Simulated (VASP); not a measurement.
Set up this calculation in VASP 6.6.1, as the native input.

```
Task                   : relaxation of cell and atoms
Functional             : PBEsol
Potentials or basis    : VASP PAW PBE potentials, release 64 (Zn, S)
Cutoff                 : 600 eV
k mesh                 : 12 × 12 × 6
Occupations            : gaussian, width 0.02 eV
Spin                   : no spin polarisation
Target pressure        : -2 GPa
Dipole correction      : no
Further INCAR settings : ALGO = Normal; EDIFF = 1e-06; IBRION = 2; EDIFFG = -0.008; NSW = 70; ISIF = 3
```

The structure of ZnS lies in POSCAR:

```
ZnS
1.0
    3.8064272905      0.0000000000      0.0000000000
   -1.9032136452      3.2964627312      0.0000000000
    0.0000000000      0.0000000000      6.2473216645
Zn S
2 2
Direct
    0.3333333333      0.6666666667      0.0003726397
    0.6666666667      0.3333333333      0.5003726397
    0.3333333333      0.6666666667      0.3746273603
    0.6666666667      0.3333333333      0.8746273603
```

One way to write it, as run:

INCAR

```
SYSTEM = ZnS
ALGO = Normal ; EDIFF = 1E-6
EDIFFG = -0.008 ; ENCUT = 600
GGA = PS ; IBRION = 2
ISIF = 3 ; ISMEAR = 0
LASPH = .True. ; LCHARG = .False.
LREAL = .False. ; LWAVE = .False.
NELM = 100 ; NSW = 70
PREC = Accurate ; PSTRESS = -20.0
SIGMA = 0.02
```

KPOINTS

```
k-points
0
Gamma
  12 12 6
  0 0 0
```

Potentials or basis: VASP PAW PBE potentials, release 64 (Zn, S).

Launch:

```sh
$ cat potpaw_PBE.64/Zn/POTCAR potpaw_PBE.64/S/POTCAR > POTCAR
$ mpirun -np 1 vasp_std > vasp.out
```

It gave:

The relaxed volume is 19.80 Å³/atom. The relaxed cell is a = 3.820 Å, b = 3.820 Å, c = 6.268 Å, α = 90.00°, β = 90.00°, γ = 120.00°. The space group after relaxing (to 0.1 Å) is P6_3mc (No. 186). The energy change on relaxing (the run minimises the enthalpy) is +2.1 meV/atom. The ionic steps are 3. The pressure after relaxing is -2.0 GPa and the largest force after relaxing is 0.004 eV/Å. The band gap on the k mesh is 2.03 eV.

Caveat: the cell is relaxed towards a set pressure, so the run minimises the enthalpy, not the energy; the PAW data sets were made with another functional, which shifts forces and pressure a little.

Wall time 2.5 min on 1 thread of Intel(R) Xeon(R) 6975P-C (Granite Rapids), on a shared host, peak memory 0.29 GiB.
